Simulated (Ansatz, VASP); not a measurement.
**Two plane-wave programs on Rh**

INCAR

```
SYSTEM = Rh
  PREC = Accurate
  ENCUT = 520
  EDIFF = 1E-7
  ISMEAR = 0
  SIGMA = 0.1
  LREAL = .FALSE.
  LASPH = .TRUE.
  NELM = 60
  ALGO = Normal
  ISIF = 2
  LWAVE = .FALSE.
  LCHARG = .FALSE.
  GGA = PS
  NBANDS = 14
```

File KPOINTS:

```
Automatic mesh
0
G
  8 8 8
  0 0 0
```

POSCAR

```
Rh
1.0
    0.0000000000      1.9015500000      1.9015500000
    1.9015500000      0.0000000000      1.9015500000
    1.9015500000      1.9015500000      0.0000000000
Rh
1
Direct
    0.0000000000      0.0000000000      0.0000000000
```

Input for Ansatz:

```yaml
crystal:
  lattice:
    - [0.0, 1.90155, 1.90155]
    - [1.90155, 0.0, 1.90155]
    - [1.90155, 1.90155, 0.0]
  atoms:
    - { symbol: Rh, position: [0.0, 0.0, 0.0] }
basis:
  ecutwfc: 420
kpoints:
  mp_grid: { grid: [8, 8, 8] }
hamiltonian:
  xc: pbesol
  pseudopotentials: { kind: paw, azcp: { folder: soft_1 } }
scf:
  occupations: { method: gaussian, width: 0.1 }
output:
  forces: true
  stress: true
  eigenvalues: true
```

Alike in both runs: task single point; functional PBEsol; k mesh 8 × 8 × 8; occupations gaussian, width 0.1 eV; no spin polarisation.

|  | VASP | Ansatz |
| --- | --- | --- |
| version | VASP 6.6.1 | Ansatz 0.2.0 |
| potentials or method | VASP PAW PBE potentials, release 64 (Rh_pv), cutoff 520 eV | scalar-relativistic, plane waves, PAW |
| valence electrons in the cell | 15 | 17 |

|  | VASP | Ansatz | Ansatz less VASP |
| --- | --- | --- | --- |
| gap on the k mesh at the Fermi level (eV) | none | none | - |
| pressure (GPa) | -4.3 | -4.2 | +0.09 |

VASP's potentials were made for PBE, not for PBEsol, and Ansatz warns of the same on its side. A gap of «none» marks a metal or a gap that the smearing closes. The functional is the same, so the differences come from potentials, cutoffs and numerics. VASP's potentials hold 15 valence electrons a cell and Ansatz's 17, so a difference there can come from the potentials and not from the codes.
